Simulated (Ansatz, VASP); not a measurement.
## BaS: VASP beside Ansatz

```
Ba S
1.0
     0.00000    3.21180    3.21180
     3.16908    0.00000    3.21180
     3.16908    3.21180    0.00000
Ba S
1 1
Direct
  0.00000 0.00000 0.00000
  0.50000 0.50000 0.50000
```

Change from the starting cell: uniaxial_x strain -1.3%.

Alike in both runs: task single point; functional PBE; k mesh 8 × 8 × 8; occupations fermi-dirac, width 0.02 eV; no spin polarisation.

```csv
,VASP,Ansatz
version,VASP 6.6.1,Ansatz 0.2.0
potentials or method,"VASP PAW PBE potentials, release 64 (Ba_sv, S)","plane waves, PAW"
plane-wave cutoff (eV),520,420
valence electrons in the cell,16,16
```

|  | VASP | Ansatz | Ansatz less VASP |
| --- | --- | --- | --- |
| gap on the k mesh at the Fermi level (eV) | 2.08 | 2.18 | +0.101 |
| pressure (GPa) | 1.3 | 0.7 | -0.59 |
| traceless stress, the component that is largest in VASP (GPa) | 0.79 | 0.72 | -0.072 |

Neither program's run includes spin-orbit coupling.
